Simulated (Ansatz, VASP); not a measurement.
## TiAl3: VASP beside Ansatz

```
Ti Al
1.0
     3.82221    0.00000    0.00000
     0.00000    3.82221    0.00000
    -1.91111   -1.91111    4.28067
Ti Al
1 3
Direct
  0.00000 0.00000 0.00000
  0.50000 0.50000 0.00000
  0.25000 0.75000 0.50000
  0.75000 0.25000 0.50000
```

Alike in both runs: task single point; functional PBE; k mesh 10 × 10 × 10; occupations gaussian, width 0.05 eV; no spin polarisation.

|  | VASP | Ansatz |
| --- | --- | --- |
| version | VASP 6.6.1 | Ansatz 0.2.0 |
| potentials or method | VASP PAW PBE potentials, release 64 (Ti_sv, Al), cutoff 520 eV | scalar-relativistic, plane waves, PAW |
| valence electrons in the cell | 21 | 21 |

```csv
,VASP,Ansatz,Ansatz less VASP
gap on the k mesh at the Fermi level (eV),none,none,-
pressure (GPa),2.0,2.1,+0.07
"traceless stress, the component that is largest in VASP (GPa)",-0.16,-0.16,-0.004
```

A gap of «none» marks a metal or a gap that the smearing closes.
